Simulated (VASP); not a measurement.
Set up this calculation in VASP 6.6.1, as the native input.

```yaml
Task: single point
Functional: LDA
Potentials_or_basis: VASP PAW LDA potentials, release 64 (Ga_d, Sb)
Cutoff: 520 eV
k_mesh: 16 × 16 × 16
Occupations: gaussian, width 0.15 eV
Spin: no spin polarisation
Dipole_correction: no
Further_INCAR_settings: ALGO = Normal; EDIFF = 1e-06; NBANDS = 16
```

The structure of GaSb lies in POSCAR:

```
GaSb
1.0
   -2.6275500000      2.6275500000      1.3540000000
    2.6275500000     -2.6275500000      1.3540000000
    2.6275500000      2.6275500000     -1.3540000000
Ga Sb
1 1
Direct
    0.2500000000      0.7500000000      0.5000000000
    0.0000000000      0.0000000000      0.0000000000
```

These files were run (other wordings do the same):

INCAR

```
  PREC = Accurate
  ENCUT = 520
  EDIFF = 1E-6
  ISMEAR = 0
  SIGMA = 0.15
  LREAL = F
  LASPH = T
  NELM = 100
  ALGO = Normal
  ISIF = 2
  LWAVE = F
  LCHARG = F
  GGA = CA
  NBANDS = 16
```

KPOINTS

```
Automatic mesh
0
Gamma
  16 16 16
```

Potentials or basis: VASP PAW LDA potentials, release 64 (Ga_d, Sb).

Launch:

```sh
$ cat potpaw_LDA.64/Ga_d/POTCAR potpaw_LDA.64/Sb/POTCAR > POTCAR
$ mpirun -np 1 vasp_std > vasp.out
```

It gave:

The pressure is 18.9 GPa and the band gap on the k mesh is zero (band 9 reaches 11.23 eV, above the bottom of band 10 at 5.94 eV).

Caveat: spin-orbit coupling is left out, which moves the levels of the heavy elements.

Run time: 2.5 min on 1 thread of Intel Xeon 6975P-C (shared host), peak memory 0.33 GiB.
